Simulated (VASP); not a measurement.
# H4RuCl (P-43m) in VASP: single point with PBE

Aim: the single point of H4RuCl with PBE.

Everything below comes from runs of VASP 6.6.1. Logs are shortened: lines on timing, memory, paths and dates and some standing lists are left out, and cuts for length are marked.

### 1 The cell of the first run

It takes space group P-43m (No. 215, cubic). The conventional cell has a = 4.237 Å, b = 4.237 Å, c = 4.237 Å, α = 90.00°, β = 90.00°, γ = 90.00°. Within 2.1 Å of H (site symmetry 3m) lie 1 Ru at 1.59 Å and 1 Cl at 2.07 Å. Within 2.1 Å of Ru (site symmetry -43m) lie 4 H at 1.59 Å. Within 2.7 Å of Cl (site symmetry -43m) lie 4 H at 2.07 Å.

The cell was built from a structure type or drawn by symmetry, and may not be a known phase.

### 2 Single point, PBE, collinear spin, ferromagnetic start

The input, INCAR:

```
SYSTEM = H4RuCl
PREC = Accurate
ENCUT = 520
EDIFF = 1E-7
ISMEAR = 0
SIGMA = 0.1
LREAL = .FALSE.
LASPH = .TRUE.
NELM = 150
ALGO = Normal
ISIF = 2
LWAVE = .FALSE.
LCHARG = .FALSE.
ISPIN = 2
MAGMOM = 0 0 0 0 0.52 0
LORBIT = 11
LMAXMIX = 4
GGA = PE
NBANDS = 26
```

The input, KPOINTS:

```
regular mesh
0
G
  10 10 10
  0 0 0
```

The input, POSCAR:

```
H4RuCl
1.0
    4.2366897549      0.0000000000      0.0000000000
    0.0000000000      4.2366897549      0.0000000000
    0.0000000000      0.0000000000      4.2366897549
H Ru Cl
4 1 1
Direct
    0.2172796512      0.2172796512      0.2172796512
    0.2172796512      0.7827203488      0.7827203488
    0.7827203488      0.7827203488      0.2172796512
    0.7827203488      0.2172796512      0.7827203488
    0.0000000000      0.0000000000      0.0000000000
    0.5000000000      0.5000000000      0.5000000000
```

Potentials or basis: VASP PAW PBE potentials, release 64 (H, Ru_pv, Cl).

On the command line:

```
$ cat potpaw_PBE.64/H/POTCAR potpaw_PBE.64/Ru_pv/POTCAR potpaw_PBE.64/Cl/POTCAR > POTCAR
$ mpirun -np 1 vasp_std > vasp.out
```

OUTCAR:

```text
SYSTEM = H4RuCl
   PREC = Accurate
   ENCUT = 520
   EDIFF = 1E-7
   ISMEAR = 0
   LREAL = .FALSE.
   LASPH = .TRUE.
   NELM = 150
   ISIF = 2
   ISPIN = 2
   LORBIT = 11
   GGA = PE

 ion  position               nearest neighbor table
   1  0.217  0.217  0.217-   5 1.59
   2  0.217  0.783  0.783-   5 1.59
   3  0.783  0.783  0.217-   5 1.59
   4  0.783  0.217  0.783-   5 1.59
   5  0.000  0.000  0.000-   1 1.59   2 1.59   3 1.59   4 1.59
   6  0.500  0.500  0.500-

  LATTYP: Found a simple cubic cell.
 ALAT       =     4.2366897549

  Lattice vectors:

 A1 = (   4.2366897549,   0.0000000000,   0.0000000000)
 A2 = (   0.0000000000,   4.2366897549,   0.0000000000)
 A3 = (   0.0000000000,   0.0000000000,   4.2366897549)

Analysis of symmetry for initial positions (statically):
=====================================================================
 Subroutine PRICEL returns:
 Original cell was already a primitive cell.

 Routine SETGRP: Setting up the symmetry group for a
 simple cubic supercell.

 Subroutine GETGRP returns: Found 24 space group operations
 (whereof 24 operations were pure point group operations)
 out of a pool of 48 trial point group operations.

The static configuration has the point symmetry T_d .

Analysis of symmetry for dynamics (positions and initial velocities):
=====================================================================
 Subroutine PRICEL returns:
 Original cell was already a primitive cell.

 Routine SETGRP: Setting up the symmetry group for a
 simple cubic supercell.

 Subroutine GETGRP returns: Found 24 space group operations
 (whereof 24 operations were pure point group operations)
 out of a pool of 48 trial point group operations.

The dynamic configuration has the point symmetry T_d .

Analysis of structural, dynamic, and magnetic symmetry:
=====================================================================
 Subroutine PRICEL returns:
 Original cell was already a primitive cell.

 Routine SETGRP: Setting up the symmetry group for a
 simple cubic supercell.

 Subroutine GETGRP returns: Found 24 space group operations
 (whereof 24 operations were pure point group operations)
 out of a pool of 48 trial point group operations.

The overall configuration has the point symmetry T_d .

 Subroutine INISYM returns: Found 24 space group operations
 (whereof 24 operations are pure point group operations),
 and found     1 'primitive' translations

----------------------------------------------------------------------------------------

                                     Primitive cell

  volume of cell :      76.0466

  direct lattice vectors                    reciprocal lattice vectors
     4.236689755  0.000000000  0.000000000     0.236033332  0.000000000  0.000000000
     0.000000000  4.236689755  0.000000000     0.000000000  0.236033332  0.000000000
     0.000000000  0.000000000  4.236689755     0.000000000  0.000000000  0.236033332

  length of vectors
     4.236689755  4.236689755  4.236689755     0.236033332  0.236033332  0.236033332

  position of ions in fractional coordinates (direct lattice)
     0.217279651  0.217279651  0.217279651
     0.217279651  0.782720349  0.782720349
     0.782720349  0.782720349  0.217279651
     0.782720349  0.217279651  0.782720349
     0.000000000  0.000000000  0.000000000
     0.500000000  0.500000000  0.500000000

  ion indices of the primitive-cell ions
   primitive index   ion index
                 1           1
                 2           2
                 3           3
                 4           4
                 5           5
                 6           6

----------------------------------------------------------------------------------------

 KPOINTS: regular mesh

Automatic generation of k-mesh.
 Grid dimensions read from file:
 generate k-points for:   10   10   10

[... 21 lines left out ...]
  0.100000  0.000000  0.000000      6.000000
  0.200000  0.000000  0.000000      6.000000
  0.300000  0.000000  0.000000      6.000000
  0.400000  0.000000  0.000000      6.000000
  0.500000  0.000000  0.000000      3.000000
[... 16 lines left out ...]
  0.200000  0.100000  0.100000     24.000000
  0.300000  0.100000  0.100000     24.000000
 [... further k-points ...]
   k-points           NKPTS =     56   k-points in BZ     NKDIM =     56   number of bands    NBANDS=     26
   number of dos      NEDOS =    301   number of ions     NIONS =      6
   total plane-waves  NPLWV =  32768
   dimension x,y,z NGX =    32 NGY =   32 NGZ =   32
   dimension x,y,z NGXF=    64 NGYF=   64 NGZF=   64
   ions per type =               4   1   1
   NGX,Y,Z   is equivalent  to a cutoff of  12.56, 12.56, 12.56 a.u.
   NGXF,Y,Z  is equivalent  to a cutoff of  25.11, 25.11, 25.11 a.u.
 SYSTEM =  H4RuCl
   PREC   = accura    normal or accurate (medium, high low for compatibility)
   ISTART =      0    job   : 0-new  1-cont  2-samecut
   ICHARG =      2    charge: 1-file 2-atom 10-const
   ISPIN  =      2    spin polarized calculation?
   LNONCOLLINEAR =      F non collinear calculations
   LSORBIT =      F    spin-orbit coupling
   LASPH  =      T    aspherical Exc in radial PAW
   ENCUT  =  520.0 eV  38.22 Ry    6.18 a.u.   7.88  7.88  7.88*2*pi/ulx,y,z
   NELM   =    150;   NELMIN=  2; NELMDL= -5     # of ELM steps
   EDIFF  = 0.1E-06   stopping-criterion for ELM
   LREAL  =      F    real-space projection
   EDIFFG = 0.1E-05   stopping-criterion for IOM
   NSW    =      0    number of steps for IOM
   IBRION =     -1    ionic relax: 0-MD 1-quasi-New 2-CG
   NFREE  =      0    steps in history (QN), initial steepest desc. (CG)
   ISIF   =      2    stress and relaxation
   ISYM   =      2    0-nonsym 1-usesym 2-fastsym
   POTIM  = 0.5000    time-step for ionic-motion
   TEBEG  =    0.0;   TEEND  =   0.0 temperature during run
   PSTRESS=    0.0 pullay stress
   NELECT =      25.0000    total number of electrons
   NUPDOWN=      -1.0000    fix difference up-down
   EMIN   =  10.00;   EMAX   =-10.00  energy-range for DOS
   EFERMI =   0.00;   METHOD = LEGACY
   ISMEAR =     0;   SIGMA  =   0.10  broadening in eV -4-tet -1-fermi 0-gaus
   EFERMI_NEDOS =   21; number of points for ismear=-14 and -15
   IALGO  =     38    algorithm
   IMIX   =      4    mixing-type and parameters
     AMIX     =   0.40;   BMIX     =  1.00
     AMIX_MAG =   1.60;   BMIX_MAG =  1.00
  volume/ion in A,a.u.               =      12.67        85.53
  Fermi-wavevector in a.u.,A,eV,Ry     =   1.129869  2.135143 17.369258  1.276604
  Thomas-Fermi vector in A             =   2.266564
   LORBIT       =     11    0 simple, 1 ext, 2 COOP (PROOUT), +10 PAW based schemes
   GGA     = PE    functional components
   LHFCALC =     F    Hartree Fock is set to
   AEXX    =    0.0000 exact exchange contribution
   IVDW    =     0    specifies the selected vdW correction
   LEPSILON=     F    determine dielectric tensor
   LRPA    =     F    only Hartree local field effects (RPA)
 spin polarized calculation
 Gauss-broadening in eV      SIGMA  =   0.10
  energy-cutoff  :      520.00
  volume of cell :       76.05
 maximum number of plane-waves:      2103
 NGX is ok and might be reduce to    32
   NGX = 15   NGY = 15   NGZ = 15

 number of electron      24.9999984 magnetization       0.9997878

 Free energy of the ion-electron system (eV)
  ---------------------------------------------------
  ext. energy  EPLUGINS =         0.00000000
  ---------------------------------------------------
  free energy    TOTEN  =       -20.93350913 eV

  energy without entropy =      -20.91945632  energy(sigma->0) =      -20.92648272

 E-fermi :   0.7065     XC(G=0):  -8.6128

 val. band max:        0.7064057037   @ k =   0.3000   0.2000   0.2000
 cond. band min:       0.7095553878   @ k =   0.5000   0.3000   0.3000
 fundamental gap:      0.0031496841
 Fermi energy:         0.7065252732

 spin component 1

 k-point     1 :       0.0000    0.0000    0.0000
  band No.  band energies     occupation
      1     -41.5463      1.00000
      2     -41.5463      1.00000
      3     -41.5463      1.00000
      4     -13.3642      1.00000
      5      -3.4861      1.00000
      6      -3.1871      1.00000
[... 637 lines left out ...]
     23      12.9432      0.00000
     24      13.3339      0.00000

 [... further k-points ...]

 spin component 2

 k-point     1 :       0.0000    0.0000    0.0000
  band No.  band energies     occupation
      1     -40.8061      1.00000
      2     -40.8061      1.00000
      3     -40.8061      1.00000
      4     -13.3838      1.00000
      5      -3.3939      1.00000
      6      -3.1067      1.00000
[... 637 lines left out ...]
     23      13.0602      0.00000
     24      13.4351      0.00000

 [... further k-points ...]

 [bands above 24 left out]

------------------------ aborting loop because EDIFF is reached ----------------------------------------

  FORCE on cell =-STRESS in cart. coord.  units (eV):
  Direction    XX          YY          ZZ          XY          YZ          ZX
  --------------------------------------------------------------------------------------
  -------------------------------------------------------------------------------------
  Total       -0.0270922     -0.0270922     -0.0270922     -0.0000000      0.0000000     -0.0000000
  in kB       -0.5707880     -0.5707880     -0.5707880     -0.0000000      0.0000000     -0.0000000
  external PRESSURE =      -0.5707880 kB  Pullay stress =       0.0000000 kB

 VOLUME and BASIS-vectors are now :
 -----------------------------------------------------------------------------
  energy-cutoff  :      520.00
  volume of cell :       76.05
      direct lattice vectors                 reciprocal lattice vectors
     4.236689755  0.000000000  0.000000000     0.236033332  0.000000000  0.000000000
     0.000000000  4.236689755  0.000000000     0.000000000  0.236033332  0.000000000
     0.000000000  0.000000000  4.236689755     0.000000000  0.000000000  0.236033332

 POSITION                                       TOTAL-FORCE (eV/Angst)
 -----------------------------------------------------------------------------------
      0.92055      0.92055      0.92055         0.015622      0.015622      0.015622
      0.92055      3.31614      3.31614         0.015622     -0.015622     -0.015622
      3.31614      3.31614      0.92055        -0.015622     -0.015622      0.015622
      3.31614      0.92055      3.31614        -0.015622      0.015622     -0.015622
      0.00000      0.00000      0.00000        -0.000000      0.000000      0.000000
      2.11834      2.11834      2.11834         0.000000     -0.000000      0.000000
 -----------------------------------------------------------------------------------
    total drift:                                0.000000      0.000000     -0.000000

  FREE ENERGIE OF THE ION-ELECTRON SYSTEM (eV)
  ---------------------------------------------------
  free  energy   TOTEN  =       -20.9335091278 eV

  energy  without entropy=      -20.9194563167  energy(sigma->0) =      -20.92648272

 total charge

# of ion       s       p       d       tot
------------------------------------------
    1        0.510   0.026   0.000   0.536
    2        0.510   0.026   0.000   0.536
    3        0.510   0.026   0.000   0.536
    4        0.510   0.026   0.000   0.536
    5        0.506   6.116   6.126  12.748
    6        1.619   3.426   0.000   5.045
--------------------------------------------------
tot          4.166   9.645   6.126  19.937

 magnetization (x)

# of ion       s       p       d       tot
------------------------------------------
    1       -0.013   0.001   0.000  -0.012
    2       -0.013   0.001   0.000  -0.012
    3       -0.013   0.001   0.000  -0.012
    4       -0.013   0.001   0.000  -0.012
    5        0.012  -0.004   0.994   1.002
    6       -0.002  -0.012   0.000  -0.014
--------------------------------------------------
tot         -0.042  -0.010   0.994   0.942
```

It took 3.4 min on 1 thread of AMD EPYC 7R43 (Zen 3), shared host; peak memory 0.27 GiB.

What came out:

- Free energy: -20.9335 eV
- Pressure: -0.1 GPa
- Largest force: 0.027 eV/Å
- Band gap on the k mesh: zero (filled and empty bands overlap)
- Net moment: 1.00 μB per cell
- Site moments: H -0.01; Ru +1.00; Cl -0.01 μB
- Valence electrons inside the program's atomic spheres: H 0.54; Ru 12.75; Cl 5.04

Forces in eV/Å, atoms in the order of the input:
```
H    0.016  0.016  0.016
H    0.016 -0.016 -0.016
H   -0.016 -0.016  0.016
H   -0.016  0.016 -0.016
Ru   0.000  0.000  0.000
Cl   0.000  0.000  0.000
```
